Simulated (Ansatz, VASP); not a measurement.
## One calculation of Ta, two programs

```xyz
3
Lattice="4.7866 0.0000 0.0000 -2.3933 4.1453 0.0000 0.0000 0.0000 2.6786" Properties=species:S:1:pos:R:3 pbc="T T T"
Ta    2.3933    4.1453    0.0000
Ta    0.0000    2.7636    1.3393
Ta    2.3933    1.3818    1.3393
```

Alike in both runs: task single point; functional BLYP; k mesh 8 × 8 × 13; occupations fermi-dirac, width 0.1 eV; no spin polarisation.

```csv
,VASP,Ansatz
version,VASP 6.6.1,Ansatz 0.2.0
potentials or method,"VASP PAW PBE potentials, release 64 (Ta_pv), cutoff 520 eV","plane waves (420 eV) with PAW, scalar-relativistic"
valence electrons in the cell,33,39
```

|  | VASP | Ansatz | Ansatz less VASP |
| --- | --- | --- | --- |
| pressure (GPa) | 17.9 | 16.7 | -1.14 |
| traceless stress, the component that is largest in VASP (GPa) | 1.01 | 0.91 | -0.101 |

VASP's potentials were made for PBE, not for BLYP. VASP's potentials hold 33 valence electrons a cell and Ansatz's 39, so a difference there can come from the potentials and not from the codes.

Spin-orbit coupling is off throughout.
